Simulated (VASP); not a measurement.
# Rh (Fm-3m) in VASP: a series of runs

Rh is run at these levels: PBEsol; tasks: single point.

Everything below comes from runs of VASP 6.6.1. Logs are shortened: lines on timing, memory, paths and dates and some standing lists are left out, and cuts for length are marked.

## Step 1: The cell of the first run

Symmetry: Fm-3m, No. 225, cubic system. The conventional cell has a = 3.828 Å, b = 3.828 Å, c = 3.828 Å, α = 90.00°, β = 90.00°, γ = 90.00°. Rh (site symmetry m-3m) has 12 Rh at 2.71 Å within 3.6 Å.

## Step 2: Single point, PBEsol (volume scaled by 1.02)

The input, INCAR:

```
PREC = Accurate
ENCUT = 520
EDIFF = 1E-6
ISMEAR = -1
SIGMA = 0.08
LREAL = False
LASPH = True
NELM = 60
ALGO = Normal
ISIF = 2
LWAVE = False
LCHARG = False
GGA = PS
NBANDS = 14
```

The input, KPOINTS:

```
regular mesh
0
Gamma
  16 16 16
```

The input, POSCAR:

```
Rh
1.0
    0.0000000000      1.9141434134      1.9141434134
    1.9141434134      0.0000000000      1.9141434134
    1.9141434134      1.9141434134      0.0000000000
Rh
1
Direct
    0.0000000000      0.0000000000      0.0000000000
```

Potentials or basis: VASP PAW PBE potentials, release 64 (Rh_pv).

On the command line:

```bash
$ cat potpaw_PBE.64/Rh_pv/POTCAR > POTCAR
$ mpirun -np 1 vasp_std > vasp.out
```

OUTCAR:

```text
PREC = Accurate
   ENCUT = 520
   EDIFF = 1E-6
   ISMEAR = -1
   LREAL = False
   LASPH = True
   NELM = 60
   ISIF = 2
   GGA = PS

 ion  position               nearest neighbor table
   1  0.000  0.000  0.000-

  LATTYP: Found a face centered cubic cell.
 ALAT       =     3.8282868268

  Lattice vectors:

 A1 = (   0.0000000000,   1.9141434134,   1.9141434134)
 A2 = (   1.9141434134,   0.0000000000,   1.9141434134)
 A3 = (   1.9141434134,   1.9141434134,   0.0000000000)

Analysis of symmetry for initial positions (statically):
=====================================================================
 Subroutine PRICEL returns:
 Original cell was already a primitive cell.

 Routine SETGRP: Setting up the symmetry group for a
 face centered cubic supercell.

 Subroutine GETGRP returns: Found 48 space group operations
 (whereof 48 operations were pure point group operations)
 out of a pool of 48 trial point group operations.

The static configuration has the point symmetry O_h .

Analysis of symmetry for dynamics (positions and initial velocities):
=====================================================================
 Subroutine PRICEL returns:
 Original cell was already a primitive cell.

 Routine SETGRP: Setting up the symmetry group for a
 face centered cubic supercell.

 Subroutine GETGRP returns: Found 48 space group operations
 (whereof 48 operations were pure point group operations)
 out of a pool of 48 trial point group operations.

The dynamic configuration has the point symmetry O_h .

 Subroutine INISYM returns: Found 48 space group operations
 (whereof 48 operations are pure point group operations),
 and found     1 'primitive' translations

----------------------------------------------------------------------------------------

                                     Primitive cell

  volume of cell :      14.0266

  direct lattice vectors                    reciprocal lattice vectors
     0.000000000  1.914143413  1.914143413    -0.261213447  0.261213447  0.261213447
     1.914143413  0.000000000  1.914143413     0.261213447 -0.261213447  0.261213447
     1.914143413  1.914143413  0.000000000     0.261213447  0.261213447 -0.261213447

  length of vectors
     2.707007576  2.707007576  2.707007576     0.452434963  0.452434963  0.452434963

  position of ions in fractional coordinates (direct lattice)
     0.000000000  0.000000000  0.000000000

  ion indices of the primitive-cell ions
   primitive index   ion index
                 1           1

----------------------------------------------------------------------------------------

 KPOINTS: regular mesh

Automatic generation of k-mesh.
 Grid dimensions read from file:
 generate k-points for:   16   16   16

 Generating k-lattice:

  Cartesian coordinates                     Fractional coordinates (reciprocal lattice)
    -0.016325840  0.016325840  0.016325840     0.062500000  0.000000000  0.000000000
     0.016325840 -0.016325840  0.016325840     0.000000000  0.062500000  0.000000000
     0.016325840  0.016325840 -0.016325840     0.000000000  0.000000000  0.062500000

  Length of vectors
     0.028277185  0.028277185  0.028277185

  Shift w.r.t. Gamma in fractional coordinates (k-lattice)
     0.000000000  0.000000000  0.000000000

 Subroutine IBZKPT returns following result:
 ===========================================

 Found    145 irreducible k-points:

 Following reciprocal coordinates:
            Coordinates               Weight
  0.000000  0.000000  0.000000      1.000000
  0.062500  0.000000  0.000000      8.000000
  0.125000  0.000000  0.000000      8.000000
  0.187500  0.000000  0.000000      8.000000
  0.250000  0.000000  0.000000      8.000000
  0.312500  0.000000  0.000000      8.000000
[... 16 lines left out ...]
 -0.125000  0.062500  0.000000     24.000000
 -0.062500  0.062500  0.000000     12.000000
 [... further k-points ...]
   k-points           NKPTS =    145   k-points in BZ     NKDIM =    145   number of bands    NBANDS=     14
   number of dos      NEDOS =    301   number of ions     NIONS =      1
   total plane-waves  NPLWV =   8000
   dimension x,y,z NGX =    20 NGY =   20 NGZ =   20
   dimension x,y,z NGXF=    40 NGYF=   40 NGZF=   40
   ions per type =               1
   NGX,Y,Z   is equivalent  to a cutoff of  12.28, 12.28, 12.28 a.u.
   NGXF,Y,Z  is equivalent  to a cutoff of  24.57, 24.57, 24.57 a.u.
 SYSTEM =  unknown system
   PREC   = accura    normal or accurate (medium, high low for compatibility)
   ISTART =      0    job   : 0-new  1-cont  2-samecut
   ICHARG =      2    charge: 1-file 2-atom 10-const
   ISPIN  =      1    spin polarized calculation?
   LNONCOLLINEAR =      F non collinear calculations
   LSORBIT =      F    spin-orbit coupling
   LASPH  =      T    aspherical Exc in radial PAW
   ENCUT  =  520.0 eV  38.22 Ry    6.18 a.u.   5.03  5.03  5.03*2*pi/ulx,y,z
   NELM   =     60;   NELMIN=  2; NELMDL= -5     # of ELM steps
   EDIFF  = 0.1E-05   stopping-criterion for ELM
   LREAL  =      F    real-space projection
   EDIFFG = 0.1E-04   stopping-criterion for IOM
   NSW    =      0    number of steps for IOM
   IBRION =     -1    ionic relax: 0-MD 1-quasi-New 2-CG
   NFREE  =      0    steps in history (QN), initial steepest desc. (CG)
   ISIF   =      2    stress and relaxation
   ISYM   =      2    0-nonsym 1-usesym 2-fastsym
   POTIM  = 0.5000    time-step for ionic-motion
   TEBEG  =    0.0;   TEEND  =   0.0 temperature during run
   PSTRESS=    0.0 pullay stress
   NELECT =      15.0000    total number of electrons
   NUPDOWN=      -1.0000    fix difference up-down
   EMIN   =  10.00;   EMAX   =-10.00  energy-range for DOS
   EFERMI =   0.00;   METHOD = LEGACY
   ISMEAR =    -1;   SIGMA  =   0.08  broadening in eV -4-tet -1-fermi 0-gaus
   EFERMI_NEDOS =   21; number of points for ismear=-14 and -15
   IALGO  =     38    algorithm
   IMIX   =      4    mixing-type and parameters
     AMIX     =   0.40;   BMIX     =  1.00
     AMIX_MAG =   1.60;   BMIX_MAG =  1.00
  volume/ion in A,a.u.               =      14.03        94.66
  Fermi-wavevector in a.u.,A,eV,Ry     =   1.674123  3.163634 38.132897  2.802689
  Thomas-Fermi vector in A             =   2.758974
   LORBIT       =      0    0 simple, 1 ext, 2 COOP (PROOUT), +10 PAW based schemes
   GGA     = PS    functional components
   LHFCALC =     F    Hartree Fock is set to
   AEXX    =    0.0000 exact exchange contribution
   IVDW    =     0    specifies the selected vdW correction
   LEPSILON=     F    determine dielectric tensor
   LRPA    =     F    only Hartree local field effects (RPA)
 non-spin polarized calculation
  energy-cutoff  :      520.00
  volume of cell :       14.03
 maximum number of plane-waves:       391
   NGX =  9   NGY =  9   NGZ =  9

 number of electron      15.0000004 magnetization

 Free energy of the ion-electron system (eV)
  ---------------------------------------------------
  ext. energy  EPLUGINS =         0.00000000
  ---------------------------------------------------
  free energy    TOTEN  =        -8.13525723 eV

  energy without entropy =       -8.10480353  energy(sigma->0) =       -8.12003038

 E-fermi :  11.3860     XC(G=0): -14.0892

 val. band max:       11.3854998537   @ k =  -0.1875   0.1250   0.0000
 cond. band min:      11.3881536475   @ k =  -0.3750   0.0625   0.0000
 fundamental gap:      0.0026537937
 Fermi energy:        11.3859502840

 k-point     1 :       0.0000    0.0000    0.0000
  band No.  band energies     occupation
      1     -34.9065      2.00000
      2     -34.9065      2.00000
      3     -34.9065      2.00000
      4       3.4847      2.00000
      5       8.3915      2.00000
      6       8.3915      2.00000
      7       8.3915      2.00000
      8      10.4387      1.99999
      9      10.4387      1.99999
     10      27.3376      0.00000
     11      31.8215      0.00000
     12      32.6741      0.00000
     13      32.6741      0.00000
     14      32.6741      0.00000

 k-point     2 :       0.0625    0.0000    0.0000
  band No.  band energies     occupation
      1     -34.9335      2.00000
      2     -34.9102      2.00000
      3     -34.9102      2.00000
      4       3.6393      2.00000
      5       8.3237      2.00000
      6       8.4514      2.00000
      7       8.4514      2.00000
      8      10.4054      1.99999
      9      10.4054      1.99999
     10      27.5576      0.00000
     11      31.7757      0.00000
     12      31.8614      0.00000
     13      32.8966      0.00000
     14      32.8966      0.00000

 k-point     3 :       0.1250    0.0000    0.0000
  band No.  band energies     occupation
      1     -35.0101      2.00000
      2     -34.9206      2.00000
      3     -34.9206      2.00000
      4       4.0779      2.00000
      5       8.1629      2.00000
      6       8.6012      2.00000
      7       8.6012      2.00000
      8      10.3424      2.00000
      9      10.3424      2.00000
     10      28.1179      0.00000
     11      30.1241      0.00000
     12      31.8236      0.00000
     13      33.5353      0.00000
     14      33.5353      0.00000
[... 324 lines left out ...]
 k-point    23 :      -0.1250    0.0625    0.0000
  band No.  band energies     occupation
      1     -35.0555      2.00000
      2     -34.9464      2.00000
      3     -34.9203      2.00000
      4       4.4011      2.00000
      5       8.0089      2.00000
      6       8.7095      2.00000
      7       8.7382      2.00000
      8      10.1039      2.00000
      9      10.5396      1.99995
     10      28.4777      0.00000
     11      29.4987      0.00000
     12      31.8230      0.00000
     13      32.9531      0.00000
     14      34.5004      0.00000

 k-point    24 :      -0.0625    0.0625    0.0000
  band No.  band energies     occupation
      1     -34.9714      2.00000
      2     -34.9262      2.00000
      3     -34.9116      2.00000
      4       3.8899      2.00000
      5       8.1969      2.00000
      6       8.5339      2.00000
      7       8.5799      2.00000
      8      10.2573      2.00000
      9      10.4633      1.99998
     10      27.8985      0.00000
     11      30.9875      0.00000
     12      31.8251      0.00000
     13      32.7005      0.00000
     14      33.5132      0.00000

 [... further k-points ...]
[... 5 lines left out ...]
  --------------------------------------------------------------------------------------
  -------------------------------------------------------------------------------------
  Total       -0.8763586     -0.8763586     -0.8763586      0.0000000      0.0000000     -0.0000000
  in kB     -100.1011387   -100.1011387   -100.1011387      0.0000000      0.0000000     -0.0000000
  external PRESSURE =    -100.1011387 kB  Pullay stress =       0.0000000 kB

 VOLUME and BASIS-vectors are now :
 -----------------------------------------------------------------------------
  energy-cutoff  :      520.00
  volume of cell :       14.03
      direct lattice vectors                 reciprocal lattice vectors
     0.000000000  1.914143413  1.914143413    -0.261213447  0.261213447  0.261213447
     1.914143413  0.000000000  1.914143413     0.261213447 -0.261213447  0.261213447
     1.914143413  1.914143413  0.000000000     0.261213447  0.261213447 -0.261213447

 POSITION                                       TOTAL-FORCE (eV/Angst)
 -----------------------------------------------------------------------------------
      0.00000      0.00000      0.00000         0.000000     -0.000000      0.000000
 -----------------------------------------------------------------------------------
    total drift:                                0.000000     -0.000000      0.000000

  FREE ENERGIE OF THE ION-ELECTRON SYSTEM (eV)
  ---------------------------------------------------
  free  energy   TOTEN  =        -8.1352572306 eV

  energy  without entropy=       -8.1048035299  energy(sigma->0) =       -8.12003038
```

It took 8.5 s on 1 thread of Intel Xeon 6975P-C (Granite Rapids), shared host; peak memory 0.14 GiB.

What came out:

```yaml
Free_energy: -8.1353 eV
Pressure: -10.0 GPa
```

Caveat: the PAW data sets were made with another functional, which shifts forces and pressure a little.

## Step 3: Single point, PBEsol (volume scaled by 1.04)

The input, INCAR:

```
PREC = Accurate ; ENCUT = 520
EDIFF = 1E-6 ; ISMEAR = -1
SIGMA = 0.08 ; LREAL = False
LASPH = True ; NELM = 100
ALGO = Normal ; ISIF = 2
LWAVE = False ; LCHARG = False
GGA = PS ; NBANDS = 14
```

The input, KPOINTS:

```
Automatic mesh
0
Gamma
  16 16 16
```

The input, POSCAR:

```
Rh
1.0
    0.0000000000      1.9265732643      1.9265732643
    1.9265732643      0.0000000000      1.9265732643
    1.9265732643      1.9265732643      0.0000000000
Rh
1
Direct
    0.0000000000      0.0000000000      0.0000000000
```

Potentials or basis: VASP PAW PBE potentials, release 64 (Rh_pv).

On the command line:

```bash
$ cat potpaw_PBE.64/Rh_pv/POTCAR > POTCAR
$ mpirun -np 1 vasp_std > vasp.out
```

It took 8.2 s on 1 thread of Intel Xeon 6975P-C (Granite Rapids), shared host; peak memory 0.14 GiB.

It converged, with:

| Quantity | Value |
| --- | --- |
| Free energy | -8.1144 eV |
| Pressure | -14.5 GPa |

Levels at points of the mesh, in eV from the Fermi level:
```
           k point  band 5  band 6  band 7  band 8  band 9  band 10
(0.00, 0.00, 0.00)   -2.91   -2.91   -2.91   -0.92   -0.92    15.96
(0.50, 0.00, 0.00)   -2.97   -2.97    0.54    0.54    0.70     8.20
(0.50, 0.50, 0.00)   -5.62    0.53    0.93    0.93    3.14    11.74
```

Caveat: the PAW data sets were made with another functional, which shifts forces and pressure a little.
